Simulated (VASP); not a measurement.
Input of a VASP 6.6.1 run:

POSCAR

```
BaS
1.0
    3.6244350606      0.0000000000      0.0000000000
    0.0000000000      3.6244350606      0.0000000000
    0.0000000000      0.0000000000      3.8932606860
Ba S
1 1
Direct
    0.0000000000      0.0000000000      0.0000000000
    0.5000000000      0.5000000000      0.5000000000
```

Contents of INCAR.step1:

```
SYSTEM = BaS
  PREC = Accurate
  ENCUT = 520
  ISMEAR = 0
  SIGMA = 0.01
  LREAL = .False.
  LASPH = .True.
  NELM = 60
  NBANDS = 15
  GGA = PE
  ALGO = Normal
  EDIFF = 1E-4
  LWAVE = .True.
  LCHARG = .False.
```

The input INCAR.step2:

```
SYSTEM = BaS
  PREC = Accurate
  ENCUT = 520
  EDIFF = 1E-6
  ISMEAR = 0
  SIGMA = 0.01
  LREAL = .False.
  LASPH = .True.
  NELM = 60
  ALGO = Normal
  ISIF = 2
  LWAVE = .False.
  LCHARG = .False.
  METAGGA = R2SCAN
  LMIXTAU = .True.
  NBANDS = 15
  ISTART = 1
```

Contents of KPOINTS:

```
regular mesh
0
Gamma
  6 6 6
  0 0 0
```

Potentials or basis: VASP PAW PBE potentials, release 64 (Ba_sv, S).

Command:

```console
$ cat potpaw_PBE.64/Ba_sv/POTCAR potpaw_PBE.64/S/POTCAR > POTCAR
$ cp INCAR.step1 INCAR
$ mpirun -np 1 vasp_std > vasp.out
$ cp INCAR.step2 INCAR
$ mpirun -np 1 vasp_std > vasp.out
```

**Question.** Predict the band gap on the k mesh.

**Answer.** 1.33 eV, indirect (least direct gap 1.39 eV).

**Question.** What does it give for the pressure?

**Answer.** 7.3 GPa.

Stress tensor (GPa, compression positive):
```
10.28  0.00  0.00
 0.00 10.28  0.00
 0.00  0.00  1.34
```

Caveat: the cell differs from its parent crystal (epitaxial xy strain -5.5%); the PAW data sets were made with another functional, which shifts forces and pressure a little; spin-orbit coupling is left out, which moves the levels of the heavy elements. A k mesh can miss the band edges.
